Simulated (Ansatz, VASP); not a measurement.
Two plane-wave programs on Ti2Co

```
Ti Co
1.0
     0.00000    3.36500    3.36500
     3.36500    0.00000    3.36500
     3.36500    3.36500    0.00000
Ti Co
4 2
Direct
  0.12500 0.12500 0.12500
  0.62500 0.12500 0.12500
  0.12500 0.12500 0.62500
  0.12500 0.62500 0.12500
  0.50000 0.50000 0.50000
  0.75000 0.75000 0.75000
```

Alike in both runs: task single point; functional PBEsol; k mesh 4 × 4 × 4; occupations gaussian, width 0.1 eV; collinear spin.

|  | VASP | Ansatz |
| --- | --- | --- |
| version | VASP 6.6.1 | Ansatz 0.2.0 |
| potentials or method | VASP PAW PBE potentials, release 64 (Ti_sv, Co), cutoff 520 eV | scalar-relativistic, plane waves, PAW |
| valence electrons in the cell | 66 | 82 |

VASP gave:

```
gap on the k mesh at the Fermi level (eV)                     : none
pressure (GPa)                                                : 15.1
net moment per atom (μB)                                      : 0.11
size of the moment on the site where the two differ most (μB) : 0.28
```

What did Ansatz give for the same quantities?

gap on the k mesh at the Fermi level (eV): none; pressure (GPa): 15.3; net moment per atom (μB): 0.11; size of the moment on the site where the two differ most (μB): 0.31.

VASP's potentials were made for PBE, not for PBEsol. Site moments also hang on the region over which each program counts them. A gap of «none» marks a metal or a gap that the smearing closes. With one functional, cell and mesh, what is left measures potentials, basis and numerics. VASP's potentials hold 66 valence electrons a cell and Ansatz's 82, so a difference there can come from the potentials and not from the codes.

The k mesh is coarse, so the values compare programs but aren't converged.
